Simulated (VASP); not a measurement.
# Cr (Im-3m) in VASP: settings compared

The runs below take Cr through single point, with LDA, revPBE+D3(BJ), PBE+D3(BJ), RPBE.

All numbers are computed with VASP 6.6.1; they aren't measurements. Logs are shortened: lines on timing, memory, paths and dates and some standing lists are left out, and cuts for length are marked.

## Step 1: The cell of the first run

It takes space group Im-3m (No. 229, cubic). Conventional cell: a = 2.789 Å, b = 2.789 Å, c = 2.789 Å, α = 90.00°, β = 90.00°, γ = 90.00°. Cr (site symmetry m-3m) has 14 Cr at 2.42 to 2.79 Å within 3.2 Å.

## Step 2: Single point, LDA, collinear spin, ferromagnetic start

INCAR reads:

```
PREC = Accurate
ENCUT = 520
EDIFF = 1E-7
ISMEAR = -1
SIGMA = 0.05
LREAL = False
LASPH = True
NELM = 150
ALGO = Normal
ISIF = 2
LWAVE = False
LCHARG = True
ISPIN = 2
MAGMOM = 3
LORBIT = 11
LMAXMIX = 4
GGA = CA
LELF = True
LVHAR = True
NBANDS = 16
```

KPOINTS reads:

```
regular mesh
0
Gamma
  14 14 14
```

POSCAR reads:

```
Cr
1.0
   -1.3944986143      1.3944986143      1.3944986143
    1.3944986143     -1.3944986143      1.3944986143
    1.3944986143      1.3944986143     -1.3944986143
Cr
1
Direct
    0.0000000000      0.0000000000      0.0000000000
```

Potentials or basis: VASP PAW LDA potentials, release 64 (Cr_pv).

Command:

```console
$ cat potpaw_LDA.64/Cr_pv/POTCAR > POTCAR
$ mpirun -np 1 vasp_std > vasp.out
```

OUTCAR:

```text
PREC = Accurate
   ENCUT = 520
   EDIFF = 1E-7
   ISMEAR = -1
   LREAL = False
   LASPH = True
   NELM = 150
   ISIF = 2
   ISPIN = 2
   LORBIT = 11
   GGA = CA

 ion  position               nearest neighbor table
   1  0.000  0.000  0.000-

  LATTYP: Found a body centered cubic cell.
 ALAT       =     2.7889972286

  Lattice vectors:

 A1 = (  -1.3944986143,   1.3944986143,   1.3944986143)
 A2 = (   1.3944986143,  -1.3944986143,   1.3944986143)
 A3 = (   1.3944986143,   1.3944986143,  -1.3944986143)

Analysis of symmetry for initial positions (statically):
=====================================================================
 Subroutine PRICEL returns:
 Original cell was already a primitive cell.

 Routine SETGRP: Setting up the symmetry group for a
 body centered cubic supercell.

 Subroutine GETGRP returns: Found 48 space group operations
 (whereof 48 operations were pure point group operations)
 out of a pool of 48 trial point group operations.

The static configuration has the point symmetry O_h .

Analysis of symmetry for dynamics (positions and initial velocities):
=====================================================================
 Subroutine PRICEL returns:
 Original cell was already a primitive cell.

 Routine SETGRP: Setting up the symmetry group for a
 body centered cubic supercell.

 Subroutine GETGRP returns: Found 48 space group operations
 (whereof 48 operations were pure point group operations)
 out of a pool of 48 trial point group operations.

The dynamic configuration has the point symmetry O_h .

Analysis of structural, dynamic, and magnetic symmetry:
=====================================================================
 Subroutine PRICEL returns:
 Original cell was already a primitive cell.

 Routine SETGRP: Setting up the symmetry group for a
 body centered cubic supercell.

 Subroutine GETGRP returns: Found 48 space group operations
 (whereof 48 operations were pure point group operations)
 out of a pool of 48 trial point group operations.

The overall configuration has the point symmetry O_h .

 Subroutine INISYM returns: Found 48 space group operations
 (whereof 48 operations are pure point group operations),
 and found     1 'primitive' translations

----------------------------------------------------------------------------------------

                                     Primitive cell

[... 97 lines left out ...]
   TEBEG  =    0.0;   TEEND  =   0.0 temperature during run
   PSTRESS=    0.0 pullay stress
   NELECT =      12.0000    total number of electrons
   NUPDOWN=      -1.0000    fix difference up-down
   EMIN   =  10.00;   EMAX   =-10.00  energy-range for DOS
   EFERMI =   0.00;   METHOD = LEGACY
   ISMEAR =    -1;   SIGMA  =   0.05  broadening in eV -4-tet -1-fermi 0-gaus
   EFERMI_NEDOS =   21; number of points for ismear=-14 and -15
   IALGO  =     38    algorithm
   IMIX   =      4    mixing-type and parameters
     AMIX     =   0.40;   BMIX     =  1.00
     AMIX_MAG =   1.60;   BMIX_MAG =  1.00
  volume/ion in A,a.u.               =      10.85        73.20
  Fermi-wavevector in a.u.,A,eV,Ry     =   1.693157  3.199602 39.004906  2.866780
  Thomas-Fermi vector in A             =   2.774613
   LORBIT       =     11    0 simple, 1 ext, 2 COOP (PROOUT), +10 PAW based schemes
   GGA     = CA    functional components
   LHFCALC =     F    Hartree Fock is set to
   AEXX    =    0.0000 exact exchange contribution
   IVDW    =     0    specifies the selected vdW correction
   LEPSILON=     F    determine dielectric tensor
   LRPA    =     F    only Hartree local field effects (RPA)
 spin polarized calculation
  energy-cutoff  :      520.00
  volume of cell :       10.85
 maximum number of plane-waves:       321
 NGX is ok and might be reduce to    18
   NGX =  9   NGY =  9   NGZ =  9

 number of electron      12.0000011 magnetization       0.0014272

 number of electron      12.0000011 magnetization      -0.0001349

 Free energy of the ion-electron system (eV)
  ---------------------------------------------------
  ext. energy  EPLUGINS =         0.00000000
  ---------------------------------------------------
  free energy    TOTEN  =       -10.62800506 eV

  energy without entropy =      -10.61955757  energy(sigma->0) =      -10.62378131

 E-fermi :  11.7961     XC(G=0): -14.3749

 val. band max:       11.7932637952   @ k =  -0.2857   0.3571   0.1429
 cond. band min:      11.8183605420   @ k =  -0.3571   0.3571   0.2857
 fundamental gap:      0.0250967467
 Fermi energy:        11.7960892887

 spin component 1

 k-point     1 :       0.0000    0.0000    0.0000
  band No.  band energies     occupation
      1     -30.5271      1.00000
      2     -30.5271      1.00000
      3     -30.5271      1.00000
      4       3.7205      1.00000
      5      10.7127      1.00000
      6      10.7128      1.00000
[... 435 lines left out ...]
      5       9.2558      1.00000
      6       9.7848      1.00000
[... 8 lines left out ...]
     15      40.5361      0.00000
     16      50.4178      0.00000

 [... further k-points ...]

 spin component 2

 k-point     1 :       0.0000    0.0000    0.0000
  band No.  band energies     occupation
      1     -30.5273      1.00000
      2     -30.5273      1.00000
      3     -30.5273      1.00000
      4       3.7205      1.00000
      5      10.7126      1.00000
      6      10.7126      1.00000
[... 435 lines left out ...]
      5       9.2557      1.00000
      6       9.7847      1.00000
[... 8 lines left out ...]
     15      40.5360      0.00000
     16      50.4178      0.00000

 [... further k-points ...]
[... 5 lines left out ...]
  --------------------------------------------------------------------------------------
  -------------------------------------------------------------------------------------
  Total        0.0048213      0.0048213      0.0048213     -0.0000000      0.0000000      0.0000000
  in kB        0.7121322      0.7121322      0.7121322     -0.0000000      0.0000000      0.0000000
  external PRESSURE =       0.7121322 kB  Pullay stress =       0.0000000 kB

 VOLUME and BASIS-vectors are now :
 -----------------------------------------------------------------------------
  energy-cutoff  :      520.00
  volume of cell :       10.85
      direct lattice vectors                 reciprocal lattice vectors
    -1.394498614  1.394498614  1.394498614     0.000000000  0.358551808  0.358551808
     1.394498614 -1.394498614  1.394498614     0.358551808  0.000000000  0.358551808
     1.394498614  1.394498614 -1.394498614     0.358551808  0.358551808  0.000000000

 POSITION                                       TOTAL-FORCE (eV/Angst)
 -----------------------------------------------------------------------------------
      0.00000      0.00000      0.00000         0.000000     -0.000000     -0.000000
 -----------------------------------------------------------------------------------
    total drift:                                0.000000     -0.000000      0.000000

  FREE ENERGIE OF THE ION-ELECTRON SYSTEM (eV)
  ---------------------------------------------------
  free  energy   TOTEN  =       -10.6280050565 eV

  energy  without entropy=      -10.6195575704  energy(sigma->0) =      -10.62378131

 total charge

# of ion       s       p       d       tot
------------------------------------------
    1        0.449   6.441   4.313  11.203

 magnetization (x)

# of ion       s       p       d       tot
------------------------------------------
    1       -0.000   0.000  -0.000  -0.000
```

Wall time 20 s (1 thread of AMD EPYC 9R45 (Zen 5), shared host); peak memory 0.11 GiB.

Results:

- Free energy: -10.6280 eV
- Pressure: 0.1 GPa
- Band gap on the k mesh: zero (filled and empty bands overlap)
- Net moment: 0.00 μB per cell
- Valence electrons inside the program's atomic spheres: Cr 11.20

Caveat: the starting moments collapsed, and a magnetic state may lie lower.

(Continued in part 2 of 2.)
